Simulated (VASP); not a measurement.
# CoSi2 (fluorite type) (Fm-3m) in VASP: further runs

CoSi2 (fluorite type) is run at these levels: PBE; tasks: relaxation of cell and atoms.

All numbers are computed with VASP 6.6.1; they aren't measurements. Logs are shortened: lines on timing, memory, paths and dates and some standing lists are left out, and cuts for length are marked.

**1. The cell of the first run**

It takes space group Fm-3m (No. 225, cubic). Conventional cell: a = 4.974 Å, b = 4.974 Å, c = 4.974 Å, α = 90.00°, β = 90.00°, γ = 90.00°. Co (site symmetry m-3m) has 8 Si at 2.15 Å within 2.8 Å. Within 2.8 Å of Si (site symmetry -43m) lie 4 Co at 2.15 Å and 6 Si at 2.49 Å.

**2. Relaxation of cell and atoms, PBE, target pressure 66 GPa, at which the enthalpy is minimised**

Input file INCAR:

```
ALGO     = Normal         # electronic algorithm
EDIFF    = 1E-7           # SCF threshold, eV
EDIFFG   = -0.005         # ionic threshold
ENCUT    = 600            # plane-wave cutoff, eV
GGA      = PE             # functional
IBRION   = 2              # ionic algorithm
ISIF     = 3              # what is computed and relaxed
ISMEAR   = -1             # smearing method
LASPH    = True           # aspherical terms in the spheres
LCHARG   = False          # write CHGCAR
LREAL    = False          # projectors in reciprocal space
LWAVE    = False          # write WAVECAR
NELM     = 100            # most SCF steps
NSW      = 32             # ionic steps
PREC     = Accurate       # precision mode
PSTRESS  = 660.0        
SIGMA    = 0.1            # smearing width, eV
```

Input file KPOINTS:

```
k-points
0
Gamma
  11 11 11
```

Input file POSCAR:

```
CoSi2
1.0
    0.0000000000      2.4869018563      2.4869018563
    2.4869018563      0.0000000000      2.4869018563
    2.4869018563      2.4869018563      0.0000000000
Co Si
1 2
Direct
    0.0000000000      0.0000000000      0.0000000000
    0.2500000000      0.2500000000      0.2500000000
    0.7500000000      0.7500000000      0.7500000000
```

Potentials or basis: VASP PAW PBE potentials, release 64 (Co, Si).

Run with:

```
cat potpaw_PBE.64/Co/POTCAR potpaw_PBE.64/Si/POTCAR > POTCAR
mpirun -np 1 vasp_std > vasp.out
```

OUTCAR:

```text
EDIFF = 1E-7
   EDIFFG = -0.005
   ENCUT = 600
   GGA = PE
   IBRION = 2
   ISIF = 3
   ISMEAR = -1
   LASPH = True
   LREAL = False
   NELM = 100
   NSW = 32
   PREC = Accurate
   PSTRESS = 660.0

 ion  position               nearest neighbor table
   1  0.000  0.000  0.000-   2 2.15   3 2.15   3 2.15   3 2.15   3 2.15   2 2.15   2 2.15   2 2.15

   2  0.250  0.250  0.250-   1 2.15   1 2.15   1 2.15   1 2.15   3 2.49   3 2.49   3 2.49   3 2.49
                             3 2.49   3 2.49
   3  0.750  0.750  0.750-   1 2.15   1 2.15   1 2.15   1 2.15   2 2.49   2 2.49   2 2.49   2 2.49
                             2 2.49   2 2.49

  LATTYP: Found a face centered cubic cell.
 ALAT       =     4.9738037126

  Lattice vectors:

 A1 = (   0.0000000000,   2.4869018563,   2.4869018563)
 A2 = (   2.4869018563,   0.0000000000,   2.4869018563)
 A3 = (   2.4869018563,   2.4869018563,   0.0000000000)

Analysis of symmetry for initial positions (statically):
=====================================================================
 Subroutine PRICEL returns:
 Original cell was already a primitive cell.

 Routine SETGRP: Setting up the symmetry group for a
 face centered cubic supercell.

 Subroutine GETGRP returns: Found 48 space group operations
 (whereof 48 operations were pure point group operations)
 out of a pool of 48 trial point group operations.

The static configuration has the point symmetry O_h .

Analysis of symmetry for dynamics (positions and initial velocities):
=====================================================================
 Subroutine PRICEL returns:
 Original cell was already a primitive cell.

 Routine SETGRP: Setting up the symmetry group for a
 face centered cubic supercell.

 Subroutine GETGRP returns: Found 48 space group operations
 (whereof 48 operations were pure point group operations)
 out of a pool of 48 trial point group operations.

The dynamic configuration has the point symmetry O_h .

 Subroutine INISYM returns: Found 48 space group operations
 (whereof 48 operations are pure point group operations),
 and found     1 'primitive' translations

----------------------------------------------------------------------------------------

                                     Primitive cell

  volume of cell :      30.7614

  direct lattice vectors                    reciprocal lattice vectors
     0.000000000  2.486901856  2.486901856    -0.201053370  0.201053370  0.201053370
     2.486901856  0.000000000  2.486901856     0.201053370 -0.201053370  0.201053370
     2.486901856  2.486901856  0.000000000     0.201053370  0.201053370 -0.201053370

  length of vectors
     3.517010333  3.517010333  3.517010333     0.348234653  0.348234653  0.348234653

  position of ions in fractional coordinates (direct lattice)
     0.000000000  0.000000000  0.000000000
     0.250000000  0.250000000  0.250000000
     0.750000000  0.750000000  0.750000000

  ion indices of the primitive-cell ions
   primitive index   ion index
                 1           1
                 2           2
                 3           3

----------------------------------------------------------------------------------------

 KPOINTS: k-points

Automatic generation of k-mesh.
 Grid dimensions read from file:
 generate k-points for:   11   11   11

 Generating k-lattice:

  Cartesian coordinates                     Fractional coordinates (reciprocal lattice)
    -0.018277579  0.018277579  0.018277579     0.090909091  0.000000000  0.000000000
     0.018277579 -0.018277579  0.018277579     0.000000000  0.090909091  0.000000000
     0.018277579  0.018277579 -0.018277579     0.000000000  0.000000000  0.090909091

  Length of vectors
     0.031657696  0.031657696  0.031657696

  Shift w.r.t. Gamma in fractional coordinates (k-lattice)
     0.000000000  0.000000000  0.000000000

 Subroutine IBZKPT returns following result:
 ===========================================

 Found     56 irreducible k-points:

 Following reciprocal coordinates:
            Coordinates               Weight
  0.000000  0.000000  0.000000      1.000000
  0.090909  0.000000  0.000000      8.000000
  0.181818  0.000000  0.000000      8.000000
  0.272727  0.000000  0.000000      8.000000
  0.363636  0.000000  0.000000      8.000000
  0.454545  0.000000  0.000000      8.000000
[... 16 lines left out ...]
 -0.272727  0.181818  0.000000     24.000000
 -0.181818  0.181818  0.000000     12.000000
 [... further k-points ...]
   k-points           NKPTS =     56   k-points in BZ     NKDIM =     56   number of bands    NBANDS=     12
   number of dos      NEDOS =    301   number of ions     NIONS =      3
   total plane-waves  NPLWV =  21952
   dimension x,y,z NGX =    28 NGY =   28 NGZ =   28
   dimension x,y,z NGXF=    56 NGYF=   56 NGZF=   56
   ions per type =               1   2
   NGX,Y,Z   is equivalent  to a cutoff of  13.24, 13.24, 13.24 a.u.
   NGXF,Y,Z  is equivalent  to a cutoff of  26.47, 26.47, 26.47 a.u.
 SYSTEM =  unknown system
   PREC   = accura    normal or accurate (medium, high low for compatibility)
   ISTART =      0    job   : 0-new  1-cont  2-samecut
   ICHARG =      2    charge: 1-file 2-atom 10-const
   ISPIN  =      1    spin polarized calculation?
   LNONCOLLINEAR =      F non collinear calculations
   LSORBIT =      F    spin-orbit coupling
   LASPH  =      T    aspherical Exc in radial PAW
   ENCUT  =  600.0 eV  44.10 Ry    6.64 a.u.   7.02  7.02  7.02*2*pi/ulx,y,z
   NELM   =    100;   NELMIN=  2; NELMDL= -5     # of ELM steps
   EDIFF  = 0.1E-06   stopping-criterion for ELM
   LREAL  =      F    real-space projection
   EDIFFG = -.5E-02   stopping-criterion for IOM
   NSW    =     32    number of steps for IOM
   IBRION =      2    ionic relax: 0-MD 1-quasi-New 2-CG
   NFREE  =      1    steps in history (QN), initial steepest desc. (CG)
   ISIF   =      3    stress and relaxation
   ISYM   =      2    0-nonsym 1-usesym 2-fastsym
   POTIM  = 0.5000    time-step for ionic-motion
   TEBEG  =    0.0;   TEEND  =   0.0 temperature during run
   PSTRESS=  660.0 pullay stress
   NELECT =      17.0000    total number of electrons
   NUPDOWN=      -1.0000    fix difference up-down
   EMIN   =  10.00;   EMAX   =-10.00  energy-range for DOS
   EFERMI =   0.00;   METHOD = LEGACY
   ISMEAR =    -1;   SIGMA  =   0.10  broadening in eV -4-tet -1-fermi 0-gaus
   EFERMI_NEDOS =   21; number of points for ismear=-14 and -15
   IALGO  =     38    algorithm
   IMIX   =      4    mixing-type and parameters
     AMIX     =   0.40;   BMIX     =  1.00
     AMIX_MAG =   1.60;   BMIX_MAG =  1.00
  volume/ion in A,a.u.               =      10.25        69.20
  Fermi-wavevector in a.u.,A,eV,Ry     =   1.343453  2.538758 24.556694  1.804866
  Thomas-Fermi vector in A             =   2.471526
   LORBIT       =      0    0 simple, 1 ext, 2 COOP (PROOUT), +10 PAW based schemes
   GGA     = PE    functional components
   LHFCALC =     F    Hartree Fock is set to
   AEXX    =    0.0000 exact exchange contribution
   IVDW    =     0    specifies the selected vdW correction
   LEPSILON=     F    determine dielectric tensor
   LRPA    =     F    only Hartree local field effects (RPA)
 conjugate gradient relaxation of ions
 non-spin polarized calculation
  energy-cutoff  :      600.00
  volume of cell :       30.76
 maximum number of plane-waves:      1039
   NGX = 13   NGY = 13   NGZ = 13

--------------------------------------- Ionic step        1  -------------------------------------------

 number of electron      17.0000003 magnetization

 Free energy of the ion-electron system (eV)
  ---------------------------------------------------
  ext. energy  EPLUGINS =         0.00000000
  ---------------------------------------------------
  free energy    TOTEN  =       -18.01665455 eV

  energy without entropy =      -17.99189794  energy(sigma->0) =      -18.00427624

------------------------ aborting loop because EDIFF is reached ----------------------------------------

  FORCE on cell =-STRESS in cart. coord.  units (eV):
  Direction    XX          YY          ZZ          XY          YZ          ZX
  --------------------------------------------------------------------------------------
  -------------------------------------------------------------------------------------
  Total       12.6431794     12.6431794     12.6431794      0.0000000      0.0000000     -0.0000000
  in kB      658.5078355    658.5078355    658.5078355      0.0000000      0.0000000     -0.0000000
  external PRESSURE =      -1.4921645 kB  Pullay stress =     660.0000000 kB

 VOLUME and BASIS-vectors are now :
 -----------------------------------------------------------------------------
  energy-cutoff  :      600.00
  volume of cell :       30.76
      direct lattice vectors                 reciprocal lattice vectors
     0.000000000  2.486901856  2.486901856    -0.201053370  0.201053370  0.201053370
     2.486901856  0.000000000  2.486901856     0.201053370 -0.201053370  0.201053370
     2.486901856  2.486901856  0.000000000     0.201053370  0.201053370 -0.201053370
[... 48 lines left out ...]
  FREE ENERGIE OF THE ION-ELECTRON SYSTEM (eV)
  ---------------------------------------------------
  free  energy   TOTEN  =       -17.9991141157 eV

  energy  without entropy=      -17.9744118320  energy(sigma->0) =      -17.98676297

  enthalpy is  TOTEN    =        -5.3447913841 eV   P V=       12.6543227316

--------------------------------------- Ionic step        3  -------------------------------------------

 number of electron      17.0000003 magnetization

 Free energy of the ion-electron system (eV)
  ---------------------------------------------------
  ext. energy  EPLUGINS =         0.00000000
  ---------------------------------------------------
  free energy    TOTEN  =       -18.01161894 eV

  energy without entropy =      -17.98687803  energy(sigma->0) =      -17.99924848

 E-fermi :  13.4064     XC(G=0): -12.8055

 val. band max:       13.3831729833   @ k =  -0.2727   0.2727   0.0000
 cond. band min:      13.4980114550   @ k =   0.3636   0.1818   0.0000
 fundamental gap:      0.1148384717
 Fermi energy:        13.4064305532

 k-point     1 :       0.0000    0.0000    0.0000
  band No.  band energies     occupation
      1      -1.5715      2.00000
      2       8.2035      2.00000
      3       8.2035      2.00000
      4       8.2035      2.00000
      5      10.6114      2.00000
      6      10.6114      2.00000
      7      16.6458      0.00000
      8      16.8359      0.00000
      9      16.8359      0.00000
     10      16.8359      0.00000
     11      17.7967      0.00000
     12      17.7967      0.00000

 k-point     2 :       0.0909    0.0000    0.0000
  band No.  band energies     occupation
      1      -1.4229      2.00000
      2       7.9596      2.00000
      3       8.2570      2.00000
      4       8.2570      2.00000
      5      10.5643      2.00000
      6      10.5643      2.00000
      7      15.1436      0.00000
      8      16.3163      0.00000
      9      16.3163      0.00000
     10      16.8393      0.00000
     11      18.4484      0.00000
     12      18.4484      0.00000
[... 316 lines left out ...]
 k-point    24 :      -0.1818    0.1818    0.0000
  band No.  band energies     occupation
      1      -0.0177      2.00000
      2       6.4000      2.00000
      3       7.8436      2.00000
      4       8.9368      2.00000
      5       9.8777      2.00000
      6      10.8470      2.00000
      7      11.7071      2.00000
      8      12.8719      1.99051
      9      15.1176      0.00000
     10      17.1490      0.00000
     11      18.0565      0.00000
     12      18.7331      0.00000

 [... further k-points ...]
[... 5 lines left out ...]
  --------------------------------------------------------------------------------------
  -------------------------------------------------------------------------------------
  Total       12.6697057     12.6697057     12.6697057      0.0000000      0.0000000     -0.0000000
  in kB      660.1521077    660.1521077    660.1521077      0.0000000      0.0000000     -0.0000000
  external PRESSURE =       0.1521077 kB  Pullay stress =     660.0000000 kB

 VOLUME and BASIS-vectors are now :
 -----------------------------------------------------------------------------
  energy-cutoff  :      600.00
  volume of cell :       30.75
      direct lattice vectors                 reciprocal lattice vectors
     0.000000000  2.486571968  2.486571968    -0.201080044  0.201080044  0.201080044
     2.486571968  0.000000000  2.486571968     0.201080044 -0.201080044  0.201080044
     2.486571968  2.486571968 -0.000000000     0.201080044  0.201080044 -0.201080044

 POSITION                                       TOTAL-FORCE (eV/Angst)
 -----------------------------------------------------------------------------------
      0.00000      0.00000      0.00000         0.000000      0.000000      0.000000
      1.24329      1.24329      1.24329        -0.000000     -0.000000     -0.000000
      3.72986      3.72986      3.72986         0.000000      0.000000     -0.000000
 -----------------------------------------------------------------------------------
    total drift:                               -0.000000     -0.000000      0.000000

  FREE ENERGIE OF THE ION-ELECTRON SYSTEM (eV)
  ---------------------------------------------------
  free  energy   TOTEN  =       -18.0116189403 eV

  energy  without entropy=      -17.9868780296  energy(sigma->0) =      -17.99924848

  enthalpy is  TOTEN    =        -5.3448324830 eV   P V=       12.6667864573

 reached required accuracy - stopping structural energy minimisation
```

It took 99 s on 1 thread of AMD EPYC 7R13, shared host; peak memory 0.15 GiB.

What came out:

```
Free energy                                            : -18.0116 eV
Relaxed volume                                         : 10.25 Å³/atom
Relaxed cell                                           : a = 3.517 Å, b = 3.517 Å, c = 3.517 Å, α = 60.00°, β = 60.00°, γ = 60.00°
Space group after relaxing (to 0.05 Å)                 : Fm-3m (No. 225)
Energy change on relaxing (the enthalpy is what falls) : +1.7 meV/atom
Ionic steps                                            : 3
Pressure after relaxing                                : 66.0 GPa
```

Step by step:
| step | energy change (eV) | largest force (eV/Å) | pressure (GPa) | volume (Å³) |
| --- | --- | --- | --- | --- |
| 1 | 0.0000 | 0.0000 | 65.85 | 30.76 |
| 2 | 0.0175 | 0.0000 | 66.45 | 30.72 |
| 3 | 0.0050 | 0.0000 | 66.02 | 30.75 |

Final structure:
```
Co Si
1.0
     0.00000    2.48657    2.48657
     2.48657    0.00000    2.48657
     2.48657    2.48657    0.00000
Co Si
1 2
Direct
  0.00000 0.00000 0.00000
  0.25000 0.25000 0.25000
  0.75000 0.75000 0.75000
```

Levels at points of the mesh, in eV from the Fermi level:
```
           k point  band 6  band 7  band 8  band 9  band 10  band 11  band 12
(0.00, 0.00, 0.00)   -2.80    3.24    3.43    3.43     3.43     4.39     4.39
```

Caveat: the cell is relaxed towards a set pressure, so the enthalpy falls and the energy may rise. Spin polarisation is off, so any magnetic state and its effect on volume and gap are missing.

(Part 1 of 2 ends here.)
